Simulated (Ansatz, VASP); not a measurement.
# One calculation of CdS, two programs

```
Cd S
1.0
     4.12455    0.00000    0.00000
     2.06228    3.57197    0.00000
     2.06228    1.19066    3.36768
Cd S
1 1
Direct
  0.00000 0.00000 0.00000
  0.25000 0.25000 0.25000
```

Alike in both runs: task relaxation of cell and atoms; functional r2SCAN; k mesh 6 × 6 × 6; no spin polarisation.

|  | VASP | Ansatz |
| --- | --- | --- |
| version | VASP 6.6.1 | Ansatz 0.2.0 |
| potentials or method | VASP PAW PBE potentials, release 64 (Cd, S) | plane waves, PAW |
| plane-wave cutoff (eV) | 600 | 500 |
| occupations | methfessel-paxton of order 1, width 0.1 eV | methfessel-paxton of order 1 |
| valence electrons in the cell | 18 | 26 |

```tsv
	VASP	Ansatz	Ansatz less VASP
relaxed volume (Å³/atom)	25.50	25.40	-0.100
relaxed cell length with the largest relative difference (Å)	4.162	4.157	-0.0054
```

VASP's potentials were made for PBE, not for r2SCAN. VASP's potentials hold 18 valence electrons a cell and Ansatz's 26, so a difference there can come from the potentials and not from the codes.
